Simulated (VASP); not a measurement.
# Rb7Br (Fm-3m) in VASP: single point with PBE

Aim: the single point of Rb7Br with PBE.

Program: VASP 6.6.1. These are calculated values, not measurements. Logs are shortened: lines on timing, memory, paths and dates and some standing lists are left out, and cuts for length are marked.

### 1 The cell of the first run

The structure is cubic, space group Fm-3m (No. 225). Conventional cell: a = 10.756 Å, b = 10.756 Å, c = 10.756 Å, α = 90.00°, β = 90.00°, γ = 90.00°. Rb (site symmetry mmm) has 10 Rb at 3.80 Å and 2 Br at 3.80 Å within 5.0 Å. Rb (site symmetry m-3m) has 12 Rb at 3.80 Å within 5.0 Å. Within 5.0 Å of Br (site symmetry m-3m) lie 12 Rb at 3.80 Å.

### 2 Single point, PBE

The input, INCAR:

```
SYSTEM = Rb7Br
PREC = Accurate
ENCUT = 520
EDIFF = 1E-7
ISMEAR = 0
SIGMA = 0.1
LREAL = .FALSE.
LASPH = .TRUE.
NELM = 80
ALGO = Normal
ISIF = 2
LWAVE = .FALSE.
LCHARG = .FALSE.
GGA = PE
NBANDS = 45
```

The input, KPOINTS:

```
Automatic mesh
0
G
  4 4 4
  0 0 0
```

The input, POSCAR:

```
Rb7Br
1.0
    0.0000000000      5.3782231600      5.3782231600
    5.3782231600      0.0000000000      5.3782231600
    5.3782231600      5.3782231600      0.0000000000
Rb Br
7 1
Direct
    0.5000000000      0.0000000000      0.0000000000
    0.0000000000      0.5000000000      0.5000000000
    0.0000000000      0.5000000000      0.0000000000
    0.5000000000      0.0000000000      0.5000000000
    0.0000000000      0.0000000000      0.5000000000
    0.5000000000      0.5000000000      0.0000000000
    0.5000000000      0.5000000000      0.5000000000
    0.0000000000      0.0000000000      0.0000000000
```

Potentials or basis: VASP PAW PBE potentials, release 64 (Rb_sv, Br).

The run is started by

```console
$ cat potpaw_PBE.64/Rb_sv/POTCAR potpaw_PBE.64/Br/POTCAR > POTCAR
$ mpirun -np 1 vasp_std > vasp.out
```

OUTCAR:

```text
SYSTEM = Rb7Br
   PREC = Accurate
   ENCUT = 520
   EDIFF = 1E-7
   ISMEAR = 0
   LREAL = .FALSE.
   LASPH = .TRUE.
   NELM = 80
   ISIF = 2
   GGA = PE

 ion  position               nearest neighbor table
   1  0.500  0.000  0.000-   4 3.80   6 3.80   8 3.80   4 3.80   5 3.80   7 3.80   3 3.80   6 3.80
                             7 3.80   3 3.80   5 3.80   8 3.80   2 5.38   2 5.38   2 5.38   2 5.38
   2  0.000  0.500  0.500-   3 3.80   5 3.80   7 3.80   3 3.80   6 3.80   8 3.80   4 3.80   5 3.80
                             8 3.80   4 3.80   6 3.80   7 3.80   1 5.38   1 5.38   1 5.38   1 5.38
   3  0.000  0.500  0.000-   2 3.80   6 3.80   8 3.80   2 3.80   5 3.80   7 3.80   1 3.80   5 3.80
                             8 3.80   1 3.80   6 3.80   7 3.80   4 5.38   4 5.38   4 5.38   4 5.38
   4  0.500  0.000  0.500-   1 3.80   5 3.80   7 3.80   1 3.80   6 3.80   8 3.80   2 3.80   6 3.80
                             7 3.80   2 3.80   5 3.80   8 3.80   3 5.38   3 5.38   3 5.38   3 5.38
   5  0.000  0.000  0.500-   2 3.80   4 3.80   8 3.80   1 3.80   3 3.80   8 3.80   2 3.80   3 3.80
                             7 3.80   1 3.80   4 3.80   7 3.80   6 5.38   6 5.38   6 5.38   6 5.38
   6  0.500  0.500  0.000-   1 3.80   3 3.80   7 3.80   2 3.80   4 3.80   7 3.80   1 3.80   4 3.80
                             8 3.80   2 3.80   3 3.80   8 3.80   5 5.38   5 5.38   5 5.38   5 5.38
   7  0.500  0.500  0.500-   2 3.80   4 3.80   6 3.80   1 3.80   3 3.80   6 3.80   1 3.80   4 3.80
                             5 3.80   2 3.80   3 3.80   5 3.80
   8  0.000  0.000  0.000-   1 3.80   3 3.80   5 3.80   2 3.80   4 3.80   5 3.80   2 3.80   3 3.80
                             6 3.80   1 3.80   4 3.80   6 3.80

  LATTYP: Found a face centered cubic cell.
 ALAT       =    10.7564463200

  Lattice vectors:

 A1 = (   0.0000000000,   5.3782231600,   5.3782231600)
 A2 = (   5.3782231600,   0.0000000000,   5.3782231600)
 A3 = (   5.3782231600,   5.3782231600,   0.0000000000)

Analysis of symmetry for initial positions (statically):
=====================================================================
 Subroutine PRICEL returns:
 Original cell was already a primitive cell.

 Routine SETGRP: Setting up the symmetry group for a
 face centered cubic supercell.

 Subroutine GETGRP returns: Found 48 space group operations
 (whereof 48 operations were pure point group operations)
 out of a pool of 48 trial point group operations.

The static configuration has the point symmetry O_h .

Analysis of symmetry for dynamics (positions and initial velocities):
=====================================================================
 Subroutine PRICEL returns:
 Original cell was already a primitive cell.

 Routine SETGRP: Setting up the symmetry group for a
 face centered cubic supercell.

 Subroutine GETGRP returns: Found 48 space group operations
 (whereof 48 operations were pure point group operations)
 out of a pool of 48 trial point group operations.

The dynamic configuration has the point symmetry O_h .

 Subroutine INISYM returns: Found 48 space group operations
 (whereof 48 operations are pure point group operations),
 and found     1 'primitive' translations

----------------------------------------------------------------------------------------

                                     Primitive cell

  volume of cell :     311.1333

  direct lattice vectors                    reciprocal lattice vectors
     0.000000000  5.378223160  5.378223160    -0.092967507  0.092967507  0.092967507
     5.378223160  0.000000000  5.378223160     0.092967507 -0.092967507  0.092967507
     5.378223160  5.378223160  0.000000000     0.092967507  0.092967507 -0.092967507

  length of vectors
     7.605956134  7.605956134  7.605956134     0.161024446  0.161024446  0.161024446

  position of ions in fractional coordinates (direct lattice)
     0.500000000  0.000000000  0.000000000
     0.000000000  0.500000000  0.500000000
     0.000000000  0.500000000  0.000000000
     0.500000000  0.000000000  0.500000000
     0.000000000  0.000000000  0.500000000
     0.500000000  0.500000000  0.000000000
     0.500000000  0.500000000  0.500000000
     0.000000000  0.000000000  0.000000000

  ion indices of the primitive-cell ions
   primitive index   ion index
                 1           1
                 2           2
                 3           3
                 4           4
                 5           5
                 6           6
                 7           7
                 8           8

----------------------------------------------------------------------------------------

 KPOINTS: Automatic mesh

Automatic generation of k-mesh.
 Grid dimensions read from file:
 generate k-points for:    4    4    4

 Generating k-lattice:

  Cartesian coordinates                     Fractional coordinates (reciprocal lattice)
    -0.023241877  0.023241877  0.023241877     0.250000000  0.000000000  0.000000000
     0.023241877 -0.023241877  0.023241877     0.000000000  0.250000000  0.000000000
     0.023241877  0.023241877 -0.023241877     0.000000000  0.000000000  0.250000000

  Length of vectors
     0.040256111  0.040256111  0.040256111

  Shift w.r.t. Gamma in fractional coordinates (k-lattice)
     0.000000000  0.000000000  0.000000000

 Subroutine IBZKPT returns following result:
 ===========================================

 Found      8 irreducible k-points:

 Following reciprocal coordinates:
            Coordinates               Weight
  0.000000  0.000000  0.000000      1.000000
  0.250000  0.000000  0.000000      8.000000
  0.500000  0.000000  0.000000      4.000000
  0.250000  0.250000  0.000000      6.000000
  0.500000  0.250000  0.000000     24.000000
 -0.250000  0.250000  0.000000     12.000000
  0.500000  0.500000  0.000000      3.000000
 -0.250000  0.500000  0.250000      6.000000
   k-points           NKPTS =      8   k-points in BZ     NKDIM =      8   number of bands    NBANDS=     45
   number of dos      NEDOS =    301   number of ions     NIONS =      8
   total plane-waves  NPLWV = 216000
   dimension x,y,z NGX =    60 NGY =   60 NGZ =   60
   dimension x,y,z NGXF=   120 NGYF=  120 NGZF=  120
   ions per type =               7   1
   NGX,Y,Z   is equivalent  to a cutoff of  13.11, 13.11, 13.11 a.u.
   NGXF,Y,Z  is equivalent  to a cutoff of  26.23, 26.23, 26.23 a.u.
 SYSTEM =  Rb7Br
   PREC   = accura    normal or accurate (medium, high low for compatibility)
   ISTART =      0    job   : 0-new  1-cont  2-samecut
   ICHARG =      2    charge: 1-file 2-atom 10-const
   ISPIN  =      1    spin polarized calculation?
   LNONCOLLINEAR =      F non collinear calculations
   LSORBIT =      F    spin-orbit coupling
   LASPH  =      T    aspherical Exc in radial PAW
   ENCUT  =  520.0 eV  38.22 Ry    6.18 a.u.  14.14 14.14 14.14*2*pi/ulx,y,z
   NELM   =     80;   NELMIN=  2; NELMDL= -5     # of ELM steps
   EDIFF  = 0.1E-06   stopping-criterion for ELM
   LREAL  =      F    real-space projection
   EDIFFG = 0.1E-05   stopping-criterion for IOM
   NSW    =      0    number of steps for IOM
   IBRION =     -1    ionic relax: 0-MD 1-quasi-New 2-CG
   NFREE  =      0    steps in history (QN), initial steepest desc. (CG)
   ISIF   =      2    stress and relaxation
   ISYM   =      2    0-nonsym 1-usesym 2-fastsym
   POTIM  = 0.5000    time-step for ionic-motion
   TEBEG  =    0.0;   TEEND  =   0.0 temperature during run
   PSTRESS=    0.0 pullay stress
   NELECT =      70.0000    total number of electrons
   NUPDOWN=      -1.0000    fix difference up-down
   EMIN   =  10.00;   EMAX   =-10.00  energy-range for DOS
   EFERMI =   0.00;   METHOD = LEGACY
   ISMEAR =     0;   SIGMA  =   0.10  broadening in eV -4-tet -1-fermi 0-gaus
   EFERMI_NEDOS =   21; number of points for ismear=-14 and -15
   IALGO  =     38    algorithm
   IMIX   =      4    mixing-type and parameters
     AMIX     =   0.40;   BMIX     =  1.00
     AMIX_MAG =   1.60;   BMIX_MAG =  1.00
  volume/ion in A,a.u.               =      38.89       262.45
  Fermi-wavevector in a.u.,A,eV,Ry     =   0.995693  1.881587 13.488872  0.991404
  Thomas-Fermi vector in A             =   2.127730
   LORBIT       =      0    0 simple, 1 ext, 2 COOP (PROOUT), +10 PAW based schemes
   GGA     = PE    functional components
   LHFCALC =     F    Hartree Fock is set to
   AEXX    =    0.0000 exact exchange contribution
   IVDW    =     0    specifies the selected vdW correction
   LEPSILON=     F    determine dielectric tensor
   LRPA    =     F    only Hartree local field effects (RPA)
 non-spin polarized calculation
 Gauss-broadening in eV      SIGMA  =   0.10
  energy-cutoff  :      520.00
  volume of cell :      311.13
 maximum number of plane-waves:      8400
 NGX is ok and might be reduce to    60
   NGX = 29   NGY = 29   NGZ = 29

 number of electron      70.0000002 magnetization

 Free energy of the ion-electron system (eV)
  ---------------------------------------------------
  ext. energy  EPLUGINS =         0.00000000
  ---------------------------------------------------
  free energy    TOTEN  =        -5.86865777 eV

  energy without entropy =       -5.83687347  energy(sigma->0) =       -5.85276562

 E-fermi :   3.1640     XC(G=0):  -7.9214

 val. band max:        3.0331523953   @ k =   0.5000   0.2500   0.0000
 cond. band min:       3.1722022789   @ k =   0.2500   0.2500   0.0000
 fundamental gap:      0.1390498836
 Fermi energy:         3.1639691203

 k-point     1 :       0.0000    0.0000    0.0000
  band No.  band energies     occupation
      1     -26.1463      2.00000
      2     -26.0246      2.00000
      3     -26.0246      2.00000
      4     -26.0246      2.00000
      5     -25.9772      2.00000
      6     -25.9772      2.00000
[... 37 lines left out ...]
     44       5.4036      0.00000
     45       5.8659      0.00000
[... 295 lines left out ...]
      5     -25.9908      2.00000
      6     -25.9908      2.00000
[... 37 lines left out ...]
     44       5.1938      0.00000
     45       5.2379      0.00000

------------------------ aborting loop because EDIFF is reached ----------------------------------------

  FORCE on cell =-STRESS in cart. coord.  units (eV):
  Direction    XX          YY          ZZ          XY          YZ          ZX
  --------------------------------------------------------------------------------------
  -------------------------------------------------------------------------------------
  Total       14.8077289     14.8077289     14.8077289     -0.0000000     -0.0000000      0.0000000
  in kB       76.2522366     76.2522366     76.2522366     -0.0000000     -0.0000000      0.0000000
  external PRESSURE =      76.2522366 kB  Pullay stress =       0.0000000 kB

 VOLUME and BASIS-vectors are now :
 -----------------------------------------------------------------------------
  energy-cutoff  :      520.00
  volume of cell :      311.13
      direct lattice vectors                 reciprocal lattice vectors
     0.000000000  5.378223160  5.378223160    -0.092967507  0.092967507  0.092967507
     5.378223160  0.000000000  5.378223160     0.092967507 -0.092967507  0.092967507
     5.378223160  5.378223160  0.000000000     0.092967507  0.092967507 -0.092967507

 POSITION                                       TOTAL-FORCE (eV/Angst)
 -----------------------------------------------------------------------------------
      0.00000      2.68911      2.68911         0.000000     -0.000000     -0.000000
      5.37822      2.68911      2.68911         0.000000      0.000000      0.000000
      2.68911      0.00000      2.68911        -0.000000     -0.000000      0.000000
      2.68911      5.37822      2.68911         0.000000     -0.000000      0.000000
      2.68911      2.68911      0.00000         0.000000      0.000000     -0.000000
      2.68911      2.68911      5.37822         0.000000      0.000000      0.000000
      5.37822      5.37822      5.37822        -0.000000      0.000000     -0.000000
      0.00000      0.00000      0.00000        -0.000000      0.000000     -0.000000
 -----------------------------------------------------------------------------------
    total drift:                               -0.000000     -0.000000     -0.000000

  FREE ENERGIE OF THE ION-ELECTRON SYSTEM (eV)
  ---------------------------------------------------
  free  energy   TOTEN  =        -5.8686577672 eV

  energy  without entropy=       -5.8368734704  energy(sigma->0) =       -5.85276562
```

Wall time 1.8 min (1 thread of Intel Xeon 6975P-C (Granite Rapids), shared host); peak memory 0.5 GiB.

What came out:

- Free energy: -5.8687 eV
- Pressure: 7.6 GPa
- Band gap on the k mesh: zero (band 35 reaches 3.44 eV, above the bottom of band 36 at 2.90 eV)
